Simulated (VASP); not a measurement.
# BiIr (zincblende type): single point with PBEsol

Crystal: BiIr (zincblende type).

```
CELL_PARAMETERS angstrom
0.00000 2.31727 2.31727
2.31727 0.00000 2.31727
2.31727 2.31727 0.00000
ATOMIC_POSITIONS crystal
Ir 0.00000 0.00000 0.00000
Bi 0.25000 0.25000 0.25000
```

This cell differs from its parent crystal: volume scaled by 0.45.

```
Program                : VASP 6.6.1
Task                   : single point
Functional             : PBEsol
Potentials or basis    : VASP PAW PBE potentials, release 64 (Ir, Bi_d)
Cutoff                 : 520 eV
k mesh                 : 12 × 12 × 12
Occupations            : fermi-dirac, width 0.1 eV
Spin                   : no spin polarisation
Dipole correction      : no
Further INCAR settings : ALGO = Normal; EDIFF = 1e-06; NBANDS = 19
```

```json
{
 "Pressure": "499.3 GPa",
 "Band gap on the k mesh": "zero (band 12 reaches 25.31 eV, above the bottom of band 13 at 17.02 eV)"
}
```

Levels at points of the mesh, in eV from the Fermi level:
```csv
k point,band 10,band 11,band 12,band 13,band 14,band 15
"(0.00, 0.00, 0.00)",-4.50,-4.50,5.41,7.75,7.75,7.75
"(0.50, 0.00, 0.00)",-4.70,-4.70,-3.25,4.02,5.77,5.77
"(0.50, 0.50, 0.00)",-4.76,-4.76,-1.68,-1.68,-1.17,7.25
```

Run time: 13 s on 1 thread of Intel(R) Xeon(R) Platinum 8488C (Sapphire Rapids) (shared host), peak memory 0.17 GiB.

Caveat: the PAW data sets were made with another functional, which shifts forces and pressure a little; spin-orbit coupling is left out, which moves the levels of the heavy elements.
